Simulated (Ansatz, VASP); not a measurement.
## NaTlS2 in VASP and in Ansatz

```
Na S Tl
1.0
     4.10449    0.00000    0.00000
     0.00000    4.10449    0.00000
     0.00000    0.00000    6.63894
Na S Tl
1 2 1
Direct
  0.00000 0.00000 0.00000
  0.00000 0.50000 0.27087
  0.50000 0.00000 0.72913
  0.50000 0.50000 0.50000
```

Alike in both runs: task single point; functional r2SCAN; k mesh 6 × 6 × 4; no spin polarisation.

|  | VASP | Ansatz |
| --- | --- | --- |
| version | VASP 6.6.1 | Ansatz 0.2.0 |
| potentials or method | VASP PAW PBE potentials, release 64 (Na_pv, S, Tl_d) | plane waves, PAW |
| plane-wave cutoff (eV) | 520 | 500 |
| occupations | gaussian, width 0.01 eV | fixed |
| valence electrons in the cell | 32 | 34 |

Ansatz gave:

- gap on the k mesh at the Fermi level (eV): 1.08

Problem. What did VASP give for the same quantities?

Solution. gap on the k mesh at the Fermi level (eV): 1.10.

VASP's potentials were made for PBE, not for r2SCAN. VASP's potentials hold 32 valence electrons a cell and Ansatz's 34, so a difference there can come from the potentials and not from the codes.

Spin-orbit coupling is off throughout.
